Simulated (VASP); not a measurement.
# Sr in VASP: further runs

Runs on Sr. Level: PBEsol. Tasks: single point.

Program: VASP 6.6.1. These are calculated values, not measurements. Logs are shortened: lines on timing, memory, paths and dates and some standing lists are left out, and cuts for length are marked.

### 1 The cell of the first run

The structure is hexagonal, space group P6_3/mmc (No. 194). Conventional cell: a = 4.195 Å, b = 4.195 Å, c = 6.879 Å, α = 90.00°, β = 90.00°, γ = 120.00°. Within 5.5 Å of Sr (site symmetry -6m2) lie 12 Sr at 4.19 to 4.21 Å.

This isn't the form of Sr at room conditions, which is fcc.

### 2 Single point, PBEsol

Input file INCAR:

```
ALGO = Fast
EDIFF = 1E-6
ENCUT = 520
GGA = PS
ISIF = 2
ISMEAR = 0
LASPH = True
LCHARG = False
LREAL = False
LWAVE = False
NBANDS = 17
NELM = 60
PREC = Accurate
SIGMA = 0.1
```

Input file KPOINTS:

```
k-points
0
Gamma
  9 9 5
```

Input file POSCAR:

```
Sr
1.0
    4.1945373725      0.0000000000      0.0000000000
   -2.0972686862      3.6325759217      0.0000000000
    0.0000000000      0.0000000000      6.8785252927
Sr
2
Direct
    0.3333333333      0.6666666667      0.2500000000
    0.6666666667      0.3333333333      0.7500000000
```

Potentials or basis: VASP PAW PBE potentials, release 64 (Sr_sv).

Command:

```bash
$ cat potpaw_PBE.64/Sr_sv/POTCAR > POTCAR
$ mpirun -np 1 vasp_std > vasp.out
```

OUTCAR:

```text
EDIFF = 1E-6
   ENCUT = 520
   GGA = PS
   ISIF = 2
   ISMEAR = 0
   LASPH = True
   LREAL = False
   NELM = 60
   PREC = Accurate

 ion  position               nearest neighbor table
   1  0.333  0.667  0.250-   2 4.21   2 4.21   2 4.21   2 4.21   2 4.21   2 4.21
   2  0.667  0.333  0.750-   1 4.21   1 4.21   1 4.21   1 4.21   1 4.21   1 4.21

  LATTYP: Found a hexagonal cell.
 ALAT       =     4.1945373725
 C/A-ratio  =     1.6398769833

  Lattice vectors:

 A1 = (   4.1945373725,   0.0000000000,   0.0000000000)
 A2 = (  -2.0972686862,   3.6325759217,   0.0000000000)
 A3 = (   0.0000000000,   0.0000000000,   6.8785252927)

Analysis of symmetry for initial positions (statically):
=====================================================================
 Subroutine PRICEL returns:
 Original cell was already a primitive cell.

 Routine SETGRP: Setting up the symmetry group for a
 hexagonal supercell.

 Subroutine GETGRP returns: Found 24 space group operations
 (whereof 12 operations were pure point group operations)
 out of a pool of 24 trial point group operations.

The static configuration has the point symmetry D_3d.
 The point group associated with its full space group is D_6h.

Analysis of symmetry for dynamics (positions and initial velocities):
=====================================================================
 Subroutine PRICEL returns:
 Original cell was already a primitive cell.

 Routine SETGRP: Setting up the symmetry group for a
 hexagonal supercell.

 Subroutine GETGRP returns: Found 24 space group operations
 (whereof 12 operations were pure point group operations)
 out of a pool of 24 trial point group operations.

The dynamic configuration has the point symmetry D_3d.
 The point group associated with its full space group is D_6h.

 Subroutine INISYM returns: Found 24 space group operations
 (whereof 12 operations are pure point group operations),
 and found     1 'primitive' translations

----------------------------------------------------------------------------------------

                                     Primitive cell

  volume of cell :     104.8079

  direct lattice vectors                    reciprocal lattice vectors
     4.194537373  0.000000000  0.000000000     0.238405314  0.137643372  0.000000000
    -2.097268686  3.632575922  0.000000000     0.000000000  0.275286745  0.000000000
     0.000000000  0.000000000  6.878525293     0.000000000  0.000000000  0.145379999

  length of vectors
     4.194537373  4.194537372  6.878525293     0.275286745  0.275286745  0.145379999

  position of ions in fractional coordinates (direct lattice)
     0.333333333  0.666666667  0.250000000
     0.666666667  0.333333333  0.750000000

  ion indices of the primitive-cell ions
   primitive index   ion index
                 1           1
                 2           2

----------------------------------------------------------------------------------------

 KPOINTS: k-points

Automatic generation of k-mesh.
 Grid dimensions read from file:
 generate k-points for:    9    9    5

 Generating k-lattice:

  Cartesian coordinates                     Fractional coordinates (reciprocal lattice)
     0.026489479  0.015293708  0.000000000     0.111111111  0.000000000  0.000000000
     0.000000000  0.030587416  0.000000000     0.000000000  0.111111111  0.000000000
     0.000000000  0.000000000  0.029076000     0.000000000  0.000000000  0.200000000

  Length of vectors
     0.030587416  0.030587416  0.029076000

  Shift w.r.t. Gamma in fractional coordinates (k-lattice)
     0.000000000  0.000000000  0.000000000

 Subroutine IBZKPT returns following result:
 ===========================================

 Found     36 irreducible k-points:

 Following reciprocal coordinates:
            Coordinates               Weight
  0.000000  0.000000  0.000000      1.000000
  0.111111 -0.000000  0.000000      6.000000
  0.222222  0.000000  0.000000      6.000000
  0.333333  0.000000  0.000000      6.000000
  0.444444  0.000000  0.000000      6.000000
  0.111111  0.111111  0.000000      6.000000
[... 16 lines left out ...]
  0.333333  0.222222  0.200000     24.000000
  0.333333  0.333333  0.200000      4.000000
 [... further k-points ...]
   k-points           NKPTS =     36   k-points in BZ     NKDIM =     36   number of bands    NBANDS=     17
   number of dos      NEDOS =    301   number of ions     NIONS =      2
   total plane-waves  NPLWV =  55296
   dimension x,y,z NGX =    32 NGY =   32 NGZ =   54
   dimension x,y,z NGXF=    64 NGYF=   64 NGZF=  108
   ions per type =               2
   NGX,Y,Z   is equivalent  to a cutoff of  12.68, 12.68, 13.05 a.u.
   NGXF,Y,Z  is equivalent  to a cutoff of  25.37, 25.37, 26.10 a.u.
 SYSTEM =  unknown system
   PREC   = accura    normal or accurate (medium, high low for compatibility)
   ISTART =      0    job   : 0-new  1-cont  2-samecut
   ICHARG =      2    charge: 1-file 2-atom 10-const
   ISPIN  =      1    spin polarized calculation?
   LNONCOLLINEAR =      F non collinear calculations
   LSORBIT =      F    spin-orbit coupling
   LASPH  =      T    aspherical Exc in radial PAW
   ENCUT  =  520.0 eV  38.22 Ry    6.18 a.u.   7.80  7.80 12.79*2*pi/ulx,y,z
   NELM   =     60;   NELMIN=  2; NELMDL= -5     # of ELM steps
   EDIFF  = 0.1E-05   stopping-criterion for ELM
   LREAL  =      F    real-space projection
[... 7 lines left out ...]
   TEBEG  =    0.0;   TEEND  =   0.0 temperature during run
   PSTRESS=    0.0 pullay stress
   NELECT =      20.0000    total number of electrons
   NUPDOWN=      -1.0000    fix difference up-down
   EMIN   =  10.00;   EMAX   =-10.00  energy-range for DOS
   EFERMI =   0.00;   METHOD = LEGACY
   ISMEAR =     0;   SIGMA  =   0.10  broadening in eV -4-tet -1-fermi 0-gaus
   EFERMI_NEDOS =   21; number of points for ismear=-14 and -15
   IALGO  =     68    algorithm
   IMIX   =      4    mixing-type and parameters
     AMIX     =   0.40;   BMIX     =  1.00
     AMIX_MAG =   1.60;   BMIX_MAG =  1.00
  volume/ion in A,a.u.               =      52.40       353.64
  Fermi-wavevector in a.u.,A,eV,Ry     =   0.942512  1.781089 12.086443  0.888328
  Thomas-Fermi vector in A             =   2.070128
   LORBIT       =      0    0 simple, 1 ext, 2 COOP (PROOUT), +10 PAW based schemes
   GGA     = PS    functional components
   LHFCALC =     F    Hartree Fock is set to
   AEXX    =    0.0000 exact exchange contribution
   IVDW    =     0    specifies the selected vdW correction
   LEPSILON=     F    determine dielectric tensor
   LRPA    =     F    only Hartree local field effects (RPA)
 non-spin polarized calculation
 RMM-DIIS sequential band-by-band and
 Gauss-broadening in eV      SIGMA  =   0.10
  energy-cutoff  :      520.00
  volume of cell :      104.81
 maximum number of plane-waves:      2844
 NGX is ok and might be reduce to    32
   NGX = 15   NGY = 15   NGZ = 25

 number of electron      20.0000000 magnetization

 Free energy of the ion-electron system (eV)
  ---------------------------------------------------
  ext. energy  EPLUGINS =         0.00000000
  ---------------------------------------------------
  free energy    TOTEN  =        -3.67237927 eV

  energy without entropy =       -3.65784773  energy(sigma->0) =       -3.66511350

 E-fermi :   1.6798     XC(G=0):  -7.5826

 val. band max:        1.6745202157   @ k =   0.3333   0.0000   0.0000
 cond. band min:       1.6880475689   @ k =   0.4444   0.0000   0.0000
 fundamental gap:      0.0135273532
 Fermi energy:         1.6797561028

 k-point     1 :       0.0000    0.0000    0.0000
  band No.  band energies     occupation
      1     -34.7754      2.00000
      2     -34.7580      2.00000
      3     -16.9013      2.00000
      4     -16.6991      2.00000
      5     -16.6991      2.00000
      6     -16.6678      2.00000
[... 9 lines left out ...]
     16       4.4358      0.00000
     17       4.9910      0.00000

 k-point     2 :       0.1111   -0.0000    0.0000
  band No.  band energies     occupation
      1     -34.7736      2.00000
      2     -34.7571      2.00000
      3     -16.8921      2.00000
      4     -16.7206      2.00000
      5     -16.7058      2.00000
      6     -16.6900      2.00000
[... 9 lines left out ...]
     16       4.6360      0.00000
     17       4.7312      0.00000

 k-point     3 :       0.2222    0.0000    0.0000
  band No.  band energies     occupation
      1     -34.7687      2.00000
      2     -34.7548      2.00000
      3     -16.8668      2.00000
      4     -16.7751      2.00000
      5     -16.7446      2.00000
      6     -16.7222      2.00000
[... 9 lines left out ...]
     16       4.6874      0.00000
     17       4.7102      0.00000

 k-point     4 :       0.3333    0.0000    0.0000
  band No.  band energies     occupation
      1     -34.7627      2.00000
      2     -34.7527      2.00000
      3     -16.8374      2.00000
      4     -16.8326      2.00000
      5     -16.8044      2.00000
      6     -16.7401      2.00000
[... 9 lines left out ...]
     16       5.3138      0.00000
     17       5.8117      0.00000
[... 343 lines left out ...]
      1     -34.7591      2.00000
      2     -34.7528      2.00000
      3     -16.8493      2.00000
      4     -16.8373      2.00000
      5     -16.7794      2.00000
      6     -16.7645      2.00000
[... 9 lines left out ...]
     16       5.2322      0.00000
     17       5.8513      0.00000

 k-point    23 :       0.3333    0.2222    0.2000
  band No.  band energies     occupation
      1     -34.7555      2.00000
      2     -34.7523      2.00000
      3     -16.8622      2.00000
      4     -16.8420      2.00000
      5     -16.7973      2.00000
      6     -16.7630      2.00000
[... 9 lines left out ...]
     16       5.5378      0.00000
     17       5.9285      0.00000

 k-point    24 :       0.3333    0.3333    0.2000
  band No.  band energies     occupation
      1     -34.7532      2.00000
      2     -34.7532      2.00000
      3     -16.8374      2.00000
      4     -16.8318      2.00000
      5     -16.8318      2.00000
      6     -16.7819      2.00000
[... 9 lines left out ...]
     16       5.7237      0.00000
     17       5.9140      0.00000

 [... further k-points ...]

------------------------ aborting loop because EDIFF is reached ----------------------------------------

  FORCE on cell =-STRESS in cart. coord.  units (eV):
  Direction    XX          YY          ZZ          XY          YZ          ZX
  --------------------------------------------------------------------------------------
  -------------------------------------------------------------------------------------
  Total        0.0203673      0.0203673     -0.0092043      0.0000000      0.0000000      0.0000000
  in kB        0.3113511      0.3113511     -0.1407049      0.0000000      0.0000000      0.0000000
  external PRESSURE =       0.1606658 kB  Pullay stress =       0.0000000 kB

 VOLUME and BASIS-vectors are now :
 -----------------------------------------------------------------------------
  energy-cutoff  :      520.00
  volume of cell :      104.81
      direct lattice vectors                 reciprocal lattice vectors
     4.194537373  0.000000000  0.000000000     0.238405314  0.137643372  0.000000000
    -2.097268686  3.632575922  0.000000000     0.000000000  0.275286745  0.000000000
     0.000000000  0.000000000  6.878525293     0.000000000  0.000000000  0.145379999

 POSITION                                       TOTAL-FORCE (eV/Angst)
 -----------------------------------------------------------------------------------
     -0.00000      2.42172      1.71963         0.000000      0.000000      0.000000
      2.09727      1.21086      5.15889        -0.000000      0.000000      0.000000
 -----------------------------------------------------------------------------------
    total drift:                               -0.000000      0.000000     -0.000000

  FREE ENERGIE OF THE ION-ELECTRON SYSTEM (eV)
  ---------------------------------------------------
  free  energy   TOTEN  =        -3.6723792693 eV

  energy  without entropy=       -3.6578477314  energy(sigma->0) =       -3.66511350
```

Run time: 1.8 min. Hardware: 1 thread of AMD EPYC 7R43 (Zen 3), shared host; peak memory 0.2 GiB.

What came out:

- Free energy: -3.6724 eV
- Pressure: 0.0 GPa
- Band gap on the k mesh: zero (bands 10 and 11 overlap by 0.22 eV)

Caveat: the PAW data sets were made with another functional, which shifts forces and pressure a little.

### 3 Single point, PBEsol

Input file INCAR:

```
ALGO = Fast ; EDIFF = 1E-7
ENCUT = 520 ; GGA = PS
ISIF = 2 ; ISMEAR = 0
LASPH = True ; LCHARG = True
LELF = True ; LREAL = False
LVHAR = True ; LWAVE = False
NBANDS = 17 ; NELM = 60
PREC = Accurate ; SIGMA = 0.1
```

Input file KPOINTS:

```
k-points
0
Gamma
  12 12 8
```

POSCAR is that of step 2.

Potentials or basis: VASP PAW PBE potentials, release 64 (Sr_sv).

Command:

```bash
$ cat potpaw_PBE.64/Sr_sv/POTCAR > POTCAR
$ mpirun -np 1 vasp_std > vasp.out
```

It took 2.1 min on 1 thread of Intel Xeon Platinum 8488C (Sapphire Rapids), shared host; peak memory 0.31 GiB.

Results (log left out):

| Item | Value |
| --- | --- |
| Free energy | -3.6766 eV |
| Pressure | 0.0 GPa |
| Band gap on the k mesh | zero (bands 10 and 11 overlap by 0.23 eV) |

Levels at points of the mesh, in eV from the Fermi level:
```csv
k point,band 7,band 8,band 9,band 10,band 11,band 12,band 13,band 14
"(0.00, 0.00, 0.00)",-18.35,-18.35,-3.76,-1.21,0.10,2.30,2.32,2.32
"(0.50, 0.00, 0.00)",-18.41,-18.39,-1.15,-0.54,0.01,0.21,1.33,1.93
"(0.00, 0.00, 0.50)",-18.37,-18.37,-2.78,-2.78,1.26,1.26,2.32,2.32
"(0.50, 0.00, 0.50)",-18.41,-18.41,-0.87,-0.87,0.28,0.28,1.32,1.32
```

Caveat: the PAW data sets were made with another functional, which shifts forces and pressure a little.

### 4 Single point, PBEsol

Input file INCAR:

```
ALGO = Fast ; EDIFF = 1E-7
ENCUT = 520 ; GGA = PS
ISIF = 2 ; ISMEAR = 0
LASPH = True ; LCHARG = False
LREAL = False ; LWAVE = False
NBANDS = 17 ; NELM = 100
PREC = Accurate ; SIGMA = 0.1
```

Input file KPOINTS:

```
k-points
0
Gamma
  12 12 6
```

Input file POSCAR:

```
Sr
1.0
    4.1945373725      0.0000000000      0.0000000000
   -2.0972686863      3.6325759217      0.0000000000
    0.0000000000      0.0000000000      6.8785252927
Sr
2
Direct
    0.3333333333      0.6666666667      0.2500000000
    0.6666666667      0.3333333333      0.7500000000
```

Command:

```bash
$ cat potpaw_PBE.64/Sr_sv/POTCAR > POTCAR
$ mpirun -np 1 vasp_std > vasp.out
```

It took 99 s on 1 thread of Intel Xeon Platinum 8488C (Sapphire Rapids), shared host; peak memory 0.29 GiB.

The run converged. Its results:

| Property | Result |
| --- | --- |
| Free energy | -3.6758 eV |
| Pressure | 0.0 GPa |
| Band gap on the k mesh | zero (bands 10 and 11 overlap by 0.23 eV) |

Levels at points of the mesh, in eV from the Fermi level:
```
           k point  band 6  band 7  band 8  band 9  band 10  band 11  band 12  band 13  band 14  band 15
(0.00, 0.00, 0.00)  -18.35  -18.35  -18.35   -3.76    -1.21     0.10     2.31     2.33     2.33     2.75
(0.50, 0.00, 0.00)  -18.44  -18.40  -18.38   -1.15    -0.54     0.01     0.21     1.33     1.93     2.22
(0.00, 0.00, 0.50)  -18.37  -18.37  -18.37   -2.78    -2.78     1.26     1.26     2.32     2.32     2.32
(0.50, 0.00, 0.50)  -18.41  -18.41  -18.41   -0.87    -0.87     0.28     0.28     1.32     1.32     3.06
```

Caveat: the PAW data sets were made with another functional, which shifts forces and pressure a little.

### 5 Single point, PBEsol (shear of c along a, cell held: +1.0 %, then relaxed in part)

Input file INCAR:

```
PREC = Accurate ; ENCUT = 520
EDIFF = 1E-6 ; ISMEAR = 0
SIGMA = 0.1 ; LREAL = False
LASPH = True ; NELM = 100
ALGO = Fast ; ISIF = 2
LWAVE = False ; LCHARG = False
GGA = PS ; NBANDS = 17
```

Input file KPOINTS:

```
Automatic mesh
0
Gamma
  12 12 8
```

Input file POSCAR:

```
Sr
1.0
    4.1945373725      0.0000000000      0.0000000000
   -2.0972686862      3.6325759217      0.0000000000
    0.0687852529      0.0000000000      6.8785252927
Sr
2
Direct
    0.3333333333      0.6666666667      0.2500000000
    0.6666666666      0.3333333333      0.7500000000
```

Command:

```bash
$ cat potpaw_PBE.64/Sr_sv/POTCAR > POTCAR
$ mpirun -np 1 vasp_std > vasp.out
```

Run time: 6.3 min. Hardware: 1 thread of Intel Xeon Platinum 8488C (Sapphire Rapids), shared host; peak memory 0.58 GiB.

Results (log left out):

```yaml
Free_energy: -3.6764 eV
Pressure: 0.0 GPa
Band_gap_on_the_k_mesh: zero (bands 10 and 11 overlap by 0.23 eV)
```

Stress tensor (GPa, compression positive):
```
 0.01  0.00 -0.07
 0.00  0.01  0.00
-0.07  0.00 -0.02
```

Levels at points of the mesh, in eV from the Fermi level:
```
           k point  band 6  band 7  band 8  band 9  band 10  band 11  band 12  band 13  band 14  band 15
(0.00, 0.00, 0.00)  -18.35  -18.35  -18.35   -3.76    -1.21     0.10     2.30     2.32     2.32     2.75
(0.50, 0.00, 0.00)  -18.44  -18.41  -18.39   -1.15    -0.54     0.01     0.21     1.33     1.93     2.22
(0.00, 0.50, 0.00)  -18.44  -18.41  -18.39   -1.15    -0.54     0.01     0.21     1.33     1.92     2.22
(0.00, 0.00, 0.50)  -18.37  -18.37  -18.37   -2.78    -2.78     1.26     1.26     2.32     2.32     2.33
(0.50, 0.00, 0.50)  -18.41  -18.41  -18.41   -0.88    -0.86     0.26     0.30     1.30     1.34     3.05
(0.00, 0.50, 0.50)  -18.42  -18.41  -18.41   -0.87    -0.87     0.28     0.28     1.32     1.32     3.06
```

Caveat: the cell differs from its parent crystal (shear of c along a, cell held: +1.0 %, then relaxed in part); the PAW data sets were made with another functional, which shifts forces and pressure a little.

(Continued in part 2 of 2.)
